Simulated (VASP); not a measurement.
A run of VASP 6.6.1 is set up as follows.

POSCAR

```
NaH
1.0
    0.0000000000      2.3970316378      2.3970316378
    2.3970316378      0.0000000000      2.3970316378
    2.3970316378      2.3970316378      0.0000000000
Na H
1 1
Direct
    0.0000000000      0.0000000000      0.0000000000
    0.5000000000      0.5000000000      0.5000000000
```

File INCAR.step1:

```
PREC = Accurate ; ENCUT = 520
ISMEAR = 0 ; SIGMA = 0.02
LREAL = F ; LASPH = T
NELM = 100 ; NBANDS = 11
GGA = PE ; ALGO = Normal
EDIFF = 1E-4 ; LWAVE = T
LCHARG = F
```

INCAR.step2

```
PREC = Accurate ; ENCUT = 520
EDIFF = 1E-6 ; ISMEAR = 0
SIGMA = 0.02 ; LREAL = F
LASPH = T ; NELM = 100
ALGO = Normal ; ISIF = 2
LWAVE = F ; LCHARG = F
METAGGA = R2SCAN ; LMIXTAU = T
NBANDS = 11 ; ISTART = 1
```

File KPOINTS:

```
Automatic mesh
0
Gamma
  8 8 8
```

Potentials or basis: VASP PAW PBE potentials, release 64 (Na_pv, H).

Run with:

```sh
$ cat potpaw_PBE.64/Na_pv/POTCAR potpaw_PBE.64/H/POTCAR > POTCAR
$ cp INCAR.step1 INCAR
$ mpirun -np 1 vasp_std > vasp.out
$ cp INCAR.step2 INCAR
$ mpirun -np 1 vasp_std > vasp.out
```

(1) Estimate the pressure.

(2) What does it give for the band gap on the k mesh?

Answers

(1) -0.3 GPa.

(2) 4.41 eV, indirect (least direct gap 5.26 eV).

Caveat: the PAW data sets were made with another functional, which shifts forces and pressure a little.
